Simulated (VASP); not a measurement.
Wanted: the native input for a VASP 6.6.1 run.

- Task: relaxation of cell and atoms
- Functional: PBEsol
- Potentials or basis: VASP PAW PBE potentials, release 64 (Mg)
- Cutoff: 600 eV
- k mesh: 10 × 10 × 3
- Occupations: fermi-dirac, width 0.05 eV
- Spin: no spin polarisation
- Target pressure: 5 GPa
- Dipole correction: no
- Further INCAR settings: ALGO = Normal; EDIFF = 1e-07; IBRION = 2; EDIFFG = -0.01; NSW = 60; ISIF = 3

The structure of Mg lies in POSCAR:

```
Mg
1.0
    3.1768261656      0.0000000000      0.0000000000
   -1.5884130828      2.7512121628      0.0000000000
    0.0000000000      0.0000000000     10.3188620100
Mg
4
Direct
    0.6666666667      0.3333333333      0.7500000000
    0.0000000000      0.0000000000      0.5000000000
    0.3333333333      0.6666666667      0.2500000000
    0.0000000000      0.0000000000      0.0000000000
```

The input as run:

INCAR

```
PREC = Accurate
ENCUT = 600
EDIFF = 1E-7
ISMEAR = -1
SIGMA = 0.05
LREAL = False
LASPH = True
NELM = 80
ALGO = Normal
ISIF = 3
LWAVE = False
LCHARG = False
GGA = PS
IBRION = 2
NSW = 60
EDIFFG = -0.01
PSTRESS = 50.0
```

KPOINTS

```
Automatic mesh
0
Gamma
  10 10 3
```

Potentials or basis: VASP PAW PBE potentials, release 64 (Mg).

Launch:

```sh
$ cat potpaw_PBE.64/Mg/POTCAR > POTCAR
$ mpirun -np 1 vasp_std > vasp.out
```

It gave:

```json
{"Relaxed volume": "20.31 Å³/atom", "Relaxed cell": "a = 3.055 Å, b = 3.055 Å, c = 10.051 Å, α = 90.00°, β = 90.00°, γ = 120.00°", "Space group after relaxing (to 0.1 Å)": "P6_3/mmc (No. 194)", "Energy change on relaxing (the run minimises the enthalpy)": "+32.4 meV/atom", "Ionic steps": "5", "Pressure after relaxing": "5.0 GPa", "Band gap on the k mesh": "zero (bands 4 and 5 overlap by 1.92 eV)"}
```

Caveat: the cell is relaxed towards a set pressure, so the run minimises the enthalpy, not the energy; the PAW data sets were made with another functional, which shifts forces and pressure a little.

Wall time 37 s on 1 thread of Intel(R) Xeon(R) 6975P-C (Granite Rapids), with other jobs on the host, peak memory 0.25 GiB.
